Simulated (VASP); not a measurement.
# Si (P6_3/mmc) in VASP: settings compared, part 2 of 2

VASP 6.6.1.

### Step 5. Single point, PBE0

Input file POSCAR:

```
Si
1.0
    3.8313174605      0.0000000000      0.0000000000
   -1.9156587303      3.3180182508      0.0000000000
    0.0000000000      0.0000000000      6.3326220002
Si
4
Direct
    0.6666666667      0.3333333333      0.9369905000
    0.3333333333      0.6666666667      0.4369905000
    0.6666666667      0.3333333333      0.5630095000
    0.3333333333      0.6666666667      0.0630095000
```

Input file INCAR.step1:

```
PREC = Accurate
ENCUT = 520
EDIFF = 1E-5
ISMEAR = -1
SIGMA = 0.05
LREAL = False
LASPH = True
NELM = 80
ALGO = Normal
ISIF = 2
LWAVE = True
LCHARG = False
GGA = PE
NBANDS = 16
```

Input file INCAR.step2:

```
PREC = Accurate
ENCUT = 520
EDIFF = 1E-6
ISMEAR = -1
SIGMA = 0.05
LREAL = False
LASPH = True
NELM = 80
ALGO = Normal
ISIF = 2
LWAVE = False
LCHARG = False
GGA = PE
LHFCALC = True
AEXX = 0.25
PRECFOCK = Normal
ISTART = 1
NBANDS = 16
```

Input file KPOINTS:

```
regular mesh
0
Gamma
  4 4 2
```

Potentials or basis: VASP PAW PBE potentials, release 64 (Si).

Launch:

```bash
$ cat potpaw_PBE.64/Si/POTCAR > POTCAR
$ cp INCAR.step1 INCAR
$ mpirun -np 1 vasp_std > vasp.out
$ cp INCAR.step2 INCAR
$ mpirun -np 1 vasp_std > vasp.out
```

OUTCAR:

```text
PREC = Accurate
   ENCUT = 520
   EDIFF = 1E-6
   ISMEAR = -1
   LREAL = False
   LASPH = True
   NELM = 80
   ISIF = 2
   GGA = PE
   LHFCALC = True
   AEXX = 0.25
   PRECFOCK = Normal
   ISTART = 1

 ion  position               nearest neighbor table
   1  0.667  0.333  0.937-   4 2.35   4 2.35   4 2.35   3 2.37
   2  0.333  0.667  0.437-   3 2.35   3 2.35   3 2.35   4 2.37
   3  0.667  0.333  0.563-   2 2.35   2 2.35   2 2.35   1 2.37
   4  0.333  0.667  0.063-   1 2.35   1 2.35   1 2.35   2 2.37

  LATTYP: Found a hexagonal cell.
 ALAT       =     3.8313174605
 C/A-ratio  =     1.6528575524

  Lattice vectors:

 A1 = (   3.8313174605,   0.0000000000,   0.0000000000)
 A2 = (  -1.9156587303,   3.3180182508,   0.0000000000)
 A3 = (   0.0000000000,   0.0000000000,   6.3326220002)

Analysis of symmetry for initial positions (statically):
=====================================================================
 Subroutine PRICEL returns:
 Original cell was already a primitive cell.

 Routine SETGRP: Setting up the symmetry group for a
 hexagonal supercell.

 Subroutine GETGRP returns: Found 24 space group operations
 (whereof 12 operations were pure point group operations)
 out of a pool of 24 trial point group operations.

The static configuration has the point symmetry D_3d.
 The point group associated with its full space group is D_6h.

Analysis of symmetry for dynamics (positions and initial velocities):
=====================================================================
 Subroutine PRICEL returns:
 Original cell was already a primitive cell.

 Routine SETGRP: Setting up the symmetry group for a
 hexagonal supercell.

 Subroutine GETGRP returns: Found 24 space group operations
 (whereof 12 operations were pure point group operations)
[... 114 lines left out ...]
   LORBIT       =      0    0 simple, 1 ext, 2 COOP (PROOUT), +10 PAW based schemes
   GGA     = PE    functional components
   LHFCALC =     T    Hartree Fock is set to
   PRECFOCK=normal    Normal, Fast or Accurate (Low or Medium for compatibility)
   ENCUT4O =  -1.0   cutoff for four orbital integrals eV
   NKREDX  =     1    reduce k-point grid by
   NKREDY  =     1    reduce k-point grid by
   NKREDZ  =     1    reduce k-point grid by
   AEXX    =    0.2500 exact exchange contribution
   HFSCREEN=    0.0000 screening length (either q_TF or 0.3 A-1)
   HFSCREENC=   0.0000 screening length for correlation (either q_TF or 0.3 A-1)
   ENCUTFOCK=  -1.0 apply spherical cutoff to Coloumb kernel
   IVDW    =     0    specifies the selected vdW correction
   LEPSILON=     F    determine dielectric tensor
   LRPA    =     F    only Hartree local field effects (RPA)
 non-spin polarized calculation
  energy-cutoff  :      520.00
  volume of cell :       80.50
 maximum number of plane-waves:      2200
  NGX = 24; NGY = 24; NGZ = 36

 number of electron      15.9999999 magnetization

 Free energy of the ion-electron system (eV)
  ---------------------------------------------------
  ext. energy  EPLUGINS =         0.00000000
  ---------------------------------------------------
  free energy    TOTEN  =       -27.02049595 eV

  energy without entropy =      -27.02049594  energy(sigma->0) =      -27.02049594

 E-fermi :   6.1769     XC(G=0):  -7.4276

 val. band max:        5.3151461749   @ k =   0.0000   0.0000   0.0000
 cond. band min:       7.0591234395   @ k =   0.5000   0.0000   0.0000
 fundamental gap:      1.7439772646
 Fermi energy:         6.1768948187

 k-point     1 :       0.0000    0.0000    0.0000
  band No.  band energies     occupation
      1      -8.2717      2.00000
      2      -5.7265      2.00000
      3      -2.7110      2.00000
      4       3.6342      2.00000
      5       3.6342      2.00000
      6       4.9848      2.00000
[... 129 lines left out ...]
      3      -2.1131      2.00000
      4      -2.1131      2.00000
      5       1.0742      2.00000
      6       1.0742      2.00000
[... 8 lines left out ...]
     15      12.3722      0.00000
     16      12.3722      0.00000

------------------------ aborting loop because EDIFF is reached ----------------------------------------

  FORCE on cell =-STRESS in cart. coord.  units (eV):
  Direction    XX          YY          ZZ          XY          YZ          ZX
  --------------------------------------------------------------------------------------
  -------------------------------------------------------------------------------------
  Total        0.0523844      0.0523844     -0.4969604     -0.0000000     -0.0000000      0.0000000
  in kB        1.0425627      1.0425627     -9.8905833     -0.0000000     -0.0000000      0.0000000
  external PRESSURE =      -2.6018193 kB  Pullay stress =       0.0000000 kB

 VOLUME and BASIS-vectors are now :
 -----------------------------------------------------------------------------
  energy-cutoff  :      520.00
  volume of cell :       80.50
      direct lattice vectors                 reciprocal lattice vectors
     3.831317461  0.000000000  0.000000000     0.261006823  0.150692360  0.000000000
    -1.915658730  3.318018251  0.000000000     0.000000000  0.301384720  0.000000000
     0.000000000  0.000000000  6.332622000     0.000000000  0.000000000  0.157912473

 POSITION                                       TOTAL-FORCE (eV/Angst)
 -----------------------------------------------------------------------------------
      1.91566      1.10601      5.93361        -0.000000      0.000000      0.083744
     -0.00000      2.21201      2.76730         0.000000      0.000000      0.083744
      1.91566      1.10601      3.56533        -0.000000     -0.000000     -0.083744
     -0.00000      2.21201      0.39902         0.000000     -0.000000     -0.083744
 -----------------------------------------------------------------------------------
    total drift:                                0.000000      0.000000     -0.000000

  FREE ENERGIE OF THE ION-ELECTRON SYSTEM (eV)
  ---------------------------------------------------
  free  energy   TOTEN  =       -27.0204959467 eV

  energy  without entropy=      -27.0204959391  energy(sigma->0) =      -27.02049594
```

OUTCAR.step1:

```text
PREC = Accurate
   ENCUT = 520
   EDIFF = 1E-5
   ISMEAR = -1
   LREAL = False
   LASPH = True
[... 363 lines left out ...]
     -0.00000      2.21201      2.76730         0.000000      0.000000      0.073529
      1.91566      1.10601      3.56533         0.000000     -0.000000     -0.073529
     -0.00000      2.21201      0.39902        -0.000000      0.000000     -0.073529
 -----------------------------------------------------------------------------------
    total drift:                                0.000000     -0.000000      0.000000

  FREE ENERGIE OF THE ION-ELECTRON SYSTEM (eV)
  ---------------------------------------------------
  free  energy   TOTEN  =       -21.4695135880 eV

  energy  without entropy=      -21.4682125643  energy(sigma->0) =      -21.46886308
```

It took 7.7 min on 1 thread of AMD EPYC 7R43 (Zen 3), shared host; peak memory 0.16 GiB.

Results:

```
Free energy            : -27.0205 eV
Pressure               : -0.3 GPa
Largest force          : 0.084 eV/Å
Band gap on the k mesh : 1.74 eV (least direct gap 2.48 eV)
```

Forces in eV/Å, atoms in the order of the input:
```
Si   0.000  0.000  0.084
Si   0.000  0.000  0.084
Si   0.000  0.000 -0.084
Si   0.000  0.000 -0.084
```

Caveat: the k points lie up to 0.50 Å⁻¹ apart; the PAW data sets were made with another functional, which shifts forces and pressure a little.

### Step 6. Single point, PBEsol-based global hybrid with 25 % exact exchange

POSCAR is that of step 5.

Input file INCAR.step1:

```
SYSTEM = Si
PREC = Accurate
ENCUT = 520
EDIFF = 1E-5
ISMEAR = -1
SIGMA = 0.05
LREAL = .FALSE.
LASPH = .TRUE.
NELM = 100
ALGO = Normal
ISIF = 2
LWAVE = .TRUE.
NBANDS = 16
GGA = PE
```

Input file INCAR.step2:

```
SYSTEM = Si
PREC = Accurate
ENCUT = 520
EDIFF = 1E-6
ISMEAR = -1
SIGMA = 0.05
LREAL = .FALSE.
LASPH = .TRUE.
NELM = 100
ALGO = Normal
ISIF = 2
LWAVE = .FALSE.
LCHARG = .TRUE.
GGA = PS
LHFCALC = .TRUE.
AEXX = 0.25
PRECFOCK = Normal
LELF = .TRUE.
LVHAR = .TRUE.
NBANDS = 16
ISTART = 1
```

Input file KPOINTS:

```
Automatic mesh
0
G
  4 4 2
  0 0 0
```

Potentials or basis: VASP PAW PBE potentials, release 64 (Si).

Launch:

```bash
$ cat potpaw_PBE.64/Si/POTCAR > POTCAR
$ cp INCAR.step1 INCAR
$ mpirun -np 1 vasp_std > vasp.out
$ cp INCAR.step2 INCAR
$ mpirun -np 1 vasp_std > vasp.out
```

Wall time 7 min (1 thread of AMD EPYC 7R43 (Zen 3), shared host); peak memory 0.15 GiB.

It converged, with:

```
Free energy            : -27.8756 eV
Pressure               : -1.4 GPa
Largest force          : 0.087 eV/Å
Band gap on the k mesh : 1.65 eV (least direct gap 2.41 eV)
```

Forces on the atoms (eV/Å):
```
Si   0.000  0.000  0.087
Si   0.000  0.000  0.087
Si   0.000  0.000 -0.087
Si   0.000  0.000 -0.087
```

Stress tensor (GPa, compression positive):
```
-0.99  0.00  0.00
 0.00 -0.99  0.00
 0.00  0.00 -2.07
```

Levels at points of the mesh, in eV from the valence-band top:
```tsv
k point	band 6	band 7	band 8	band 9	band 10	band 11
(0.00, 0.00, 0.00)	-0.33	0.00	0.00	2.41	3.43	3.43
(0.50, 0.00, 0.00)	-3.40	-3.23	-1.60	1.65	3.79	4.33
(0.00, 0.00, 0.50)	-1.02	-1.02	-1.02	3.24	3.24	4.49
(0.50, 0.00, 0.50)	-2.68	-2.68	-2.68	2.20	2.20	2.99
```

Caveat: the k points lie up to 0.50 Å⁻¹ apart; the PAW data sets were made with another functional, which shifts forces and pressure a little.

### Step 7. The runs side by side

| level | potentials or basis | cell | k mesh | grid for exact exchange (PRECFOCK) | share of exact exchange | gap on the mesh (eV) | pressure (GPa) | largest force (eV/Å) |
| --- | --- | --- | --- | --- | --- | --- | --- | --- |
| LDA | VASP PAW LDA potentials, release 64 (Si) | a = 3.831, b = 3.831, c = 6.333 Å, angles 90.0, 90.0, 120.0°, 4 atoms | 8 × 8 × 4 | - | - | 0.31 | -2.0 | 0.01 |
| LDA | VASP PAW LDA potentials, release 64 (Si) | a = 3.857, b = 3.857, c = 6.375 Å, angles 90.0, 90.0, 120.0°, 4 atoms | 8 × 8 × 4 | - | - | 0.35 | -3.7 | 0.02 |
| LDA | VASP PAW LDA potentials, release 64 (Si) | a = 3.906, b = 3.906, c = 6.457 Å, angles 90.0, 90.0, 120.0°, 4 atoms | 8 × 8 × 4 | - | - | 0.42 | -6.5 | 0.04 |
| PBE0 | VASP PAW PBE potentials, release 64 (Si) | a = 3.831, b = 3.831, c = 6.333 Å, angles 90.0, 90.0, 120.0°, 4 atoms | 4 × 4 × 2 | Normal | 0.25 | 1.74 | -0.3 | 0.08 |
| PBEsol-based global hybrid with 25 % exact exchange | VASP PAW PBE potentials, release 64 (Si) | a = 3.831, b = 3.831, c = 6.333 Å, angles 90.0, 90.0, 120.0°, 4 atoms | 4 × 4 × 2 | Normal | 0.25 | 1.65 | -1.4 | 0.09 |

Alike in all rows: task single point; no spin polarisation; cutoff (eV) 520; smearing fermi-dirac 0.05 eV.

Caveats: some runs use coarse meshes; the cell stands under tension (at least some runs); the PAW data sets were made with another functional, which shifts forces and pressure a little (at least some runs).

Total energies depend on the potentials used, so only differences within one code and one set of settings carry meaning.
